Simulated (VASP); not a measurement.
# BaTe in VASP: notebook

The runs below take BaTe through single point, with LDA.

Program: VASP 6.6.1. These are calculated values, not measurements. Logs are shortened: lines on timing, memory, paths and dates and some standing lists are left out, and cuts for length are marked.

**1. The cell of the first run**

It takes space group Fm-3m (No. 225, cubic). The conventional cell has a = 6.901 Å, b = 6.901 Å, c = 6.901 Å, α = 90.00°, β = 90.00°, γ = 90.00°. Ba (site symmetry m-3m) has 6 Te at 3.45 Å within 4.5 Å. Te (site symmetry m-3m) has 6 Ba at 3.45 Å within 4.5 Å.

**2. Single point, LDA**

The input, INCAR:

```
SYSTEM = BaTe
PREC = Accurate
ENCUT = 520
EDIFF = 1E-7
ISMEAR = 0
SIGMA = 0.01
LREAL = .FALSE.
LASPH = .TRUE.
NELM = 100
ALGO = Normal
ISIF = 2
LWAVE = .FALSE.
LCHARG = .TRUE.
LELF = .TRUE.
LVHAR = .TRUE.
NBANDS = 15
```

The input, KPOINTS:

```
regular mesh
0
G
  6 6 6
  0 0 0
```

The input, POSCAR:

```
BaTe
1.0
    0.0000000000      3.4503105878      3.4503105878
    3.4503105878      0.0000000000      3.4503105878
    3.4503105878      3.4503105878      0.0000000000
Ba Te
1 1
Direct
    0.0000000000      0.0000000000      0.0000000000
    0.5000000000      0.5000000000      0.5000000000
```

Potentials or basis: VASP PAW LDA potentials, release 64 (Ba_sv, Te).

Started as:

```console
cat potpaw_LDA.64/Ba_sv/POTCAR potpaw_LDA.64/Te/POTCAR > POTCAR
mpirun -np 1 vasp_std > vasp.out
```

OUTCAR:

```text
SYSTEM = BaTe
   PREC = Accurate
   ENCUT = 520
   EDIFF = 1E-7
   ISMEAR = 0
   LREAL = .FALSE.
   LASPH = .TRUE.
   NELM = 100
   ISIF = 2

 ion  position               nearest neighbor table
   1  0.000  0.000  0.000-   2 3.45   2 3.45   2 3.45   2 3.45   2 3.45   2 3.45
   2  0.500  0.500  0.500-   1 3.45   1 3.45   1 3.45   1 3.45   1 3.45   1 3.45

  LATTYP: Found a face centered cubic cell.
 ALAT       =     6.9006211756

  Lattice vectors:

 A1 = (   0.0000000000,   3.4503105878,   3.4503105878)
 A2 = (   3.4503105878,   0.0000000000,   3.4503105878)
 A3 = (   3.4503105878,   3.4503105878,   0.0000000000)

Analysis of symmetry for initial positions (statically):
=====================================================================
 Subroutine PRICEL returns:
 Original cell was already a primitive cell.

 Routine SETGRP: Setting up the symmetry group for a
 face centered cubic supercell.

 Subroutine GETGRP returns: Found 48 space group operations
 (whereof 48 operations were pure point group operations)
 out of a pool of 48 trial point group operations.

The static configuration has the point symmetry O_h .

Analysis of symmetry for dynamics (positions and initial velocities):
=====================================================================
 Subroutine PRICEL returns:
 Original cell was already a primitive cell.

 Routine SETGRP: Setting up the symmetry group for a
 face centered cubic supercell.

 Subroutine GETGRP returns: Found 48 space group operations
 (whereof 48 operations were pure point group operations)
 out of a pool of 48 trial point group operations.

The dynamic configuration has the point symmetry O_h .

 Subroutine INISYM returns: Found 48 space group operations
 (whereof 48 operations are pure point group operations),
 and found     1 'primitive' translations

----------------------------------------------------------------------------------------

                                     Primitive cell

  volume of cell :      82.1494

  direct lattice vectors                    reciprocal lattice vectors
     0.000000000  3.450310588  3.450310588    -0.144914490  0.144914490  0.144914490
     3.450310588  0.000000000  3.450310588     0.144914490 -0.144914490  0.144914490
     3.450310588  3.450310588  0.000000000     0.144914490  0.144914490 -0.144914490

  length of vectors
     4.879476028  4.879476028  4.879476028     0.250999260  0.250999260  0.250999260

  position of ions in fractional coordinates (direct lattice)
     0.000000000  0.000000000  0.000000000
     0.500000000  0.500000000  0.500000000

  ion indices of the primitive-cell ions
   primitive index   ion index
                 1           1
                 2           2

----------------------------------------------------------------------------------------
[... 78 lines left out ...]
   IALGO  =     38    algorithm
   IMIX   =      4    mixing-type and parameters
     AMIX     =   0.40;   BMIX     =  1.00
     AMIX_MAG =   1.60;   BMIX_MAG =  1.00
  volume/ion in A,a.u.               =      41.07       277.19
  Fermi-wavevector in a.u.,A,eV,Ry     =   0.948957  1.793269 12.252316  0.900520
  Thomas-Fermi vector in A             =   2.077195
   LORBIT       =      0    0 simple, 1 ext, 2 COOP (PROOUT), +10 PAW based schemes
   GGA     = CA    functional components
   LHFCALC =     F    Hartree Fock is set to
   AEXX    =    0.0000 exact exchange contribution
   IVDW    =     0    specifies the selected vdW correction
   LEPSILON=     F    determine dielectric tensor
   LRPA    =     F    only Hartree local field effects (RPA)
 non-spin polarized calculation
 Gauss-broadening in eV      SIGMA  =   0.01
  energy-cutoff  :      520.00
  volume of cell :       82.15
 maximum number of plane-waves:      2231
   NGX = 19   NGY = 19   NGZ = 19

 number of electron      16.0000000 magnetization

 Free energy of the ion-electron system (eV)
  ---------------------------------------------------
  ext. energy  EPLUGINS =         0.00000000
  ---------------------------------------------------
  free energy    TOTEN  =        -9.61122349 eV

  energy without entropy =       -9.61122349  energy(sigma->0) =       -9.61122349

 E-fermi :   2.4965     XC(G=0):  -8.7100

 val. band max:        2.3663998154   @ k =   0.0000   0.0000   0.0000
 cond. band min:       3.6597602774   @ k =   0.5000   0.5000   0.0000
 fundamental gap:      1.2933604620
 Fermi energy:         2.4964882127

 k-point     1 :       0.0000    0.0000    0.0000
  band No.  band energies     occupation
      1     -24.4789      2.00000
      2      -9.6601      2.00000
      3      -9.6601      2.00000
      4      -9.6601      2.00000
      5      -7.3383      2.00000
      6       2.3664      2.00000
      7       2.3664      2.00000
      8       2.3664      2.00000
      9       5.1456      0.00000
     10       5.1456      0.00000
     11       5.1456      0.00000
     12       5.2279      0.00000
     13       5.8609      0.00000
     14       5.8609      0.00000
[... 257 lines left out ...]
      2      -9.8813      2.00000
      3      -9.8361      2.00000
      4      -9.8031      2.00000
      5      -6.9251      2.00000
      6       1.1940      2.00000
      7       1.2703      2.00000
      8       1.5734      2.00000
      9       4.7741      0.00000
     10       6.8585      0.00000
     11       7.0879      0.00000
     12       7.7441      0.00000
     13       8.1569      0.00000
     14       8.9890      0.00000
     15      10.5505      0.00000

------------------------ aborting loop because EDIFF is reached ----------------------------------------

  FORCE on cell =-STRESS in cart. coord.  units (eV):
  Direction    XX          YY          ZZ          XY          YZ          ZX
  --------------------------------------------------------------------------------------
  -------------------------------------------------------------------------------------
  Total       -0.0365224     -0.0365224     -0.0365224     -0.0000000     -0.0000000      0.0000000
  in kB       -0.7123031     -0.7123031     -0.7123031     -0.0000000     -0.0000000      0.0000000
  external PRESSURE =      -0.7123031 kB  Pullay stress =       0.0000000 kB

 VOLUME and BASIS-vectors are now :
 -----------------------------------------------------------------------------
  energy-cutoff  :      520.00
  volume of cell :       82.15
      direct lattice vectors                 reciprocal lattice vectors
     0.000000000  3.450310588  3.450310588    -0.144914490  0.144914490  0.144914490
     3.450310588  0.000000000  3.450310588     0.144914490 -0.144914490  0.144914490
     3.450310588  3.450310588  0.000000000     0.144914490  0.144914490 -0.144914490

 POSITION                                       TOTAL-FORCE (eV/Angst)
 -----------------------------------------------------------------------------------
      0.00000      0.00000      0.00000        -0.000000      0.000000      0.000000
      3.45031      3.45031      3.45031         0.000000     -0.000000     -0.000000
 -----------------------------------------------------------------------------------
    total drift:                                0.000000      0.000000      0.000000

  FREE ENERGIE OF THE ION-ELECTRON SYSTEM (eV)
  ---------------------------------------------------
  free  energy   TOTEN  =        -9.6112234898 eV

  energy  without entropy=       -9.6112234898  energy(sigma->0) =       -9.61122349
```

stdout:

```text
POSCAR found type information on POSCAR BaTe
 POSCAR found :  2 types and       2 ions
 scaLAPACK will be used
 LDA part: xc-table for (Slater(with rela. corr.)+CA(PZ))
 , standard interpolation
 POSCAR, INCAR and KPOINTS ok, starting setup
 FFT: planning ... GRIDC
 FFT: planning ... GRID_SOFT
 FFT: planning ... GRID
 WAVECAR not read
 entering main loop
```

It took 17 s on 1 thread of Intel Xeon 6975P-C, shared host; peak memory 0.18 GiB.

What came out:

```
Free energy            : -9.6112 eV
Pressure               : -0.1 GPa
Band gap on the k mesh : 1.29 eV, indirect (least direct gap 1.68 eV)
```

Levels at points of the mesh, in eV from the valence-band top:
```csv
k point,band 5,band 6,band 7,band 8,band 9,band 10,band 11,band 12
"(0.00, 0.00, 0.00)",-9.70,0.00,0.00,0.00,2.78,2.78,2.78,2.86
"(0.50, 0.00, 0.00)",-8.82,-2.41,-1.24,-1.24,4.13,4.73,4.86,4.86
"(0.50, 0.50, 0.00)",-9.49,-1.15,-0.38,-0.38,1.29,4.45,4.65,5.71
```

Caveat: spin-orbit coupling is left out, which moves the levels of the heavy elements.

**3. Single point, LDA (z stretched by -0.5 %, x and y held)**

The input, INCAR:

```
SYSTEM = BaTe
PREC = Accurate ; ENCUT = 520
EDIFF = 1E-6 ; ISMEAR = 0
SIGMA = 0.01 ; LREAL = .FALSE.
LASPH = .TRUE. ; NELM = 100
ALGO = Normal ; ISIF = 2
LWAVE = .FALSE. ; LCHARG = .FALSE.
GGA = CA ; NBANDS = 15
```

KPOINTS is that of step 2.

The input, POSCAR:

```
BaTe
1.0
    0.0000000000      3.4331448634      3.4159791391
    3.4331448634      0.0000000000      3.4159791391
    3.4331448634      3.4331448634      0.0000000000
Ba Te
1 1
Direct
    0.0000000000      0.0000000000      0.0000000000
    0.5000000000      0.5000000000      0.5000000000
```

Potentials or basis: VASP PAW LDA potentials, release 64 (Ba_sv, Te).

Started as:

```console
cat potpaw_LDA.64/Ba_sv/POTCAR potpaw_LDA.64/Te/POTCAR > POTCAR
mpirun -np 1 vasp_std > vasp.out
```

OUTCAR:

```text
SYSTEM = BaTe
   PREC = Accurate
   ENCUT = 520
   EDIFF = 1E-6
   ISMEAR = 0
   LREAL = .FALSE.
   LASPH = .TRUE.
   NELM = 100
   ISIF = 2
   GGA = CA

 ion  position               nearest neighbor table
   1  0.000  0.000  0.000-   2 3.42   2 3.42   2 3.43   2 3.43   2 3.43   2 3.43
   2  0.500  0.500  0.500-   1 3.42   1 3.42   1 3.43   1 3.43   1 3.43   1 3.43

  LATTYP: Found a body centered tetragonal cell.
 ALAT       =     4.8552000274
 C/A-ratio  =     1.4071424946

  Lattice vectors:

 A1 = (   0.0000000000,  -3.4331448634,  -3.4159791391)
 A2 = (   0.0000000000,   3.4331448634,  -3.4159791391)
 A3 = (   3.4331448634,   0.0000000000,   3.4159791391)

Analysis of symmetry for initial positions (statically):
=====================================================================
 Subroutine PRICEL returns:
 Original cell was already a primitive cell.

 Routine SETGRP: Setting up the symmetry group for a
 body centered tetragonal supercell.

 Subroutine GETGRP returns: Found 16 space group operations
 (whereof 16 operations were pure point group operations)
 out of a pool of 16 trial point group operations.

The static configuration has the point symmetry D_4h.

Analysis of symmetry for dynamics (positions and initial velocities):
=====================================================================
 Subroutine PRICEL returns:
 Original cell was already a primitive cell.

 Routine SETGRP: Setting up the symmetry group for a
 body centered tetragonal supercell.

 Subroutine GETGRP returns: Found 16 space group operations
 (whereof 16 operations were pure point group operations)
 out of a pool of 16 trial point group operations.

The dynamic configuration has the point symmetry D_4h.

 Subroutine INISYM returns: Found 16 space group operations
 (whereof 16 operations are pure point group operations),
 and found     1 'primitive' translations

----------------------------------------------------------------------------------------

                                     Primitive cell

  volume of cell :      80.5248

  direct lattice vectors                    reciprocal lattice vectors
     0.000000000  3.433144863  3.415979139    -0.145639063  0.145639063  0.146370917
     3.433144863  0.000000000  3.415979139     0.145639063 -0.145639063  0.146370917
     3.433144863  3.433144863  0.000000000     0.145639063  0.145639063 -0.146370917

  length of vectors
     4.843077238  4.843077238  4.855200027     0.252677499  0.252677499  0.252677499

  position of ions in fractional coordinates (direct lattice)
     0.000000000  0.000000000  0.000000000
     0.500000000  0.500000000  0.500000000

  ion indices of the primitive-cell ions
   primitive index   ion index
                 1           1
                 2           2

----------------------------------------------------------------------------------------

 KPOINTS: regular mesh

Automatic generation of k-mesh.
 Grid dimensions read from file:
 generate k-points for:    6    6    6

 Generating k-lattice:

  Cartesian coordinates                     Fractional coordinates (reciprocal lattice)
    -0.024273177  0.024273177  0.024395153     0.166666667  0.000000000  0.000000000
     0.024273177 -0.024273177  0.024395153     0.000000000  0.166666667  0.000000000
     0.024273177  0.024273177 -0.024395153    -0.000000000 -0.000000000  0.166666667

  Length of vectors
     0.042112917  0.042112917  0.042112917

  Shift w.r.t. Gamma in fractional coordinates (k-lattice)
     0.000000000  0.000000000  0.000000000

 Subroutine IBZKPT returns following result:
 ===========================================

 Found     30 irreducible k-points:

 Following reciprocal coordinates:
            Coordinates               Weight
  0.000000  0.000000  0.000000      1.000000
  0.166667  0.000000  0.000000      8.000000
  0.333333  0.000000  0.000000      8.000000
  0.500000  0.000000  0.000000      4.000000
  0.166667  0.166667  0.000000      2.000000
  0.333333  0.166667  0.000000      8.000000
[... 16 lines left out ...]
  0.333333  0.000000  0.333333      4.000000
  0.500000  0.000000  0.333333     16.000000
 [... further k-points ...]
   k-points           NKPTS =     30   k-points in BZ     NKDIM =     30   number of bands    NBANDS=     15
   number of dos      NEDOS =    301   number of ions     NIONS =      2
   total plane-waves  NPLWV =  46656
   dimension x,y,z NGX =    36 NGY =   36 NGZ =   36
   dimension x,y,z NGXF=    72 NGYF=   72 NGZF=   72
   ions per type =               1   1
   NGX,Y,Z   is equivalent  to a cutoff of  12.36, 12.36, 12.33 a.u.
   NGXF,Y,Z  is equivalent  to a cutoff of  24.72, 24.72, 24.65 a.u.
 SYSTEM =  BaTe
   PREC   = accura    normal or accurate (medium, high low for compatibility)
   ISTART =      0    job   : 0-new  1-cont  2-samecut
   ICHARG =      2    charge: 1-file 2-atom 10-const
   ISPIN  =      1    spin polarized calculation?
   LNONCOLLINEAR =      F non collinear calculations
   LSORBIT =      F    spin-orbit coupling
   LASPH  =      T    aspherical Exc in radial PAW
   ENCUT  =  520.0 eV  38.22 Ry    6.18 a.u.   9.00  9.00  9.03*2*pi/ulx,y,z
   NELM   =    100;   NELMIN=  2; NELMDL= -5     # of ELM steps
   EDIFF  = 0.1E-05   stopping-criterion for ELM
   LREAL  =      F    real-space projection
   EDIFFG = 0.1E-04   stopping-criterion for IOM
   NSW    =      0    number of steps for IOM
   IBRION =     -1    ionic relax: 0-MD 1-quasi-New 2-CG
   NFREE  =      0    steps in history (QN), initial steepest desc. (CG)
   ISIF   =      2    stress and relaxation
   ISYM   =      2    0-nonsym 1-usesym 2-fastsym
   POTIM  = 0.5000    time-step for ionic-motion
   TEBEG  =    0.0;   TEEND  =   0.0 temperature during run
   PSTRESS=    0.0 pullay stress
   NELECT =      16.0000    total number of electrons
   NUPDOWN=      -1.0000    fix difference up-down
   EMIN   =  10.00;   EMAX   =-10.00  energy-range for DOS
   EFERMI =   0.00;   METHOD = LEGACY
   ISMEAR =     0;   SIGMA  =   0.01  broadening in eV -4-tet -1-fermi 0-gaus
   EFERMI_NEDOS =   21; number of points for ismear=-14 and -15
   IALGO  =     38    algorithm
   IMIX   =      4    mixing-type and parameters
     AMIX     =   0.40;   BMIX     =  1.00
     AMIX_MAG =   1.60;   BMIX_MAG =  1.00
  volume/ion in A,a.u.               =      40.26       271.70
  Fermi-wavevector in a.u.,A,eV,Ry     =   0.955297  1.805249 12.416568  0.912592
  Thomas-Fermi vector in A             =   2.084122
   LORBIT       =      0    0 simple, 1 ext, 2 COOP (PROOUT), +10 PAW based schemes
   GGA     = CA    functional components
   LHFCALC =     F    Hartree Fock is set to
   AEXX    =    0.0000 exact exchange contribution
   IVDW    =     0    specifies the selected vdW correction
   LEPSILON=     F    determine dielectric tensor
   LRPA    =     F    only Hartree local field effects (RPA)
 non-spin polarized calculation
 Gauss-broadening in eV      SIGMA  =   0.01
  energy-cutoff  :      520.00
  volume of cell :       80.52
 maximum number of plane-waves:      2192
   NGX = 17   NGY = 17   NGZ = 17

 number of electron      16.0000000 magnetization

 Free energy of the ion-electron system (eV)
  ---------------------------------------------------
  ext. energy  EPLUGINS =         0.00000000
  ---------------------------------------------------
  free energy    TOTEN  =        -9.60796045 eV

  energy without entropy =       -9.60796045  energy(sigma->0) =       -9.60796045

 E-fermi :   2.6331     XC(G=0):  -8.7893

 val. band max:        2.5141870253   @ k =   0.0000   0.0000   0.0000
 cond. band min:       3.7460478599   @ k =   0.5000   0.5000   0.0000
 fundamental gap:      1.2318608347
 Fermi energy:         2.6331031273

 k-point     1 :       0.0000    0.0000    0.0000
  band No.  band energies     occupation
      1     -24.2967      2.00000
      2      -9.4852      2.00000
      3      -9.4825      2.00000
      4      -9.4825      2.00000
      5      -7.2496      2.00000
      6       2.4969      2.00000
      7       2.4969      2.00000
      8       2.5142      2.00000
      9       5.2544      0.00000
     10       5.2544      0.00000
     11       5.2872      0.00000
     12       5.4450      0.00000
     13       5.9910      0.00000
     14       6.0184      0.00000
[... 401 lines left out ...]
      2      -9.7968      2.00000
      3      -9.6335      2.00000
      4      -9.5709      2.00000
      5      -6.8330      2.00000
      6       1.1104      2.00000
      7       1.6139      2.00000
      8       1.8624      2.00000
      9       4.3990      0.00000
     10       7.5107      0.00000
     11       7.7895      0.00000
     12       7.9336      0.00000
     13       8.0503      0.00000
     14       8.5054      0.00000
     15      10.3816      0.00000

 [... further k-points ...]
[... 5 lines left out ...]
  --------------------------------------------------------------------------------------
  -------------------------------------------------------------------------------------
  Total        0.2570736      0.2570736      0.4746873      0.0000000     -0.0000000     -0.0000000
  in kB        5.1149166      5.1149166      9.4447116      0.0000000     -0.0000000     -0.0000000
  external PRESSURE =       6.5581816 kB  Pullay stress =       0.0000000 kB

 VOLUME and BASIS-vectors are now :
 -----------------------------------------------------------------------------
  energy-cutoff  :      520.00
  volume of cell :       80.52
      direct lattice vectors                 reciprocal lattice vectors
     0.000000000  3.433144863  3.415979139    -0.145639063  0.145639063  0.146370917
     3.433144863  0.000000000  3.415979139     0.145639063 -0.145639063  0.146370917
     3.433144863  3.433144863  0.000000000     0.145639063  0.145639063 -0.146370917

 POSITION                                       TOTAL-FORCE (eV/Angst)
 -----------------------------------------------------------------------------------
      0.00000      0.00000      0.00000        -0.000000      0.000000      0.000000
      3.43314      3.43314      3.41598         0.000000     -0.000000      0.000000
 -----------------------------------------------------------------------------------
    total drift:                                0.000000      0.000000      0.000000

  FREE ENERGIE OF THE ION-ELECTRON SYSTEM (eV)
  ---------------------------------------------------
  free  energy   TOTEN  =        -9.6079604471 eV

  energy  without entropy=       -9.6079604471  energy(sigma->0) =       -9.60796045
```

Run time: 25 s. Hardware: 1 thread of Intel Xeon 6975P-C, shared host; peak memory 0.19 GiB.

What came out:

```yaml
Free_energy: -9.6080 eV
Pressure: 0.7 GPa
Band_gap_on_the_k_mesh: 1.23 eV, indirect (least direct gap 1.61 eV)
```

Stress tensor (GPa, compression positive):
```
0.51 0.00 0.00
0.00 0.51 0.00
0.00 0.00 0.94
```

Caveat: the cell differs from its parent crystal (z stretched by -0.5 %, x and y held); spin-orbit coupling is left out, which moves the levels of the heavy elements. A k mesh can miss the band edges.

(Part 1 of 2 ends here.)
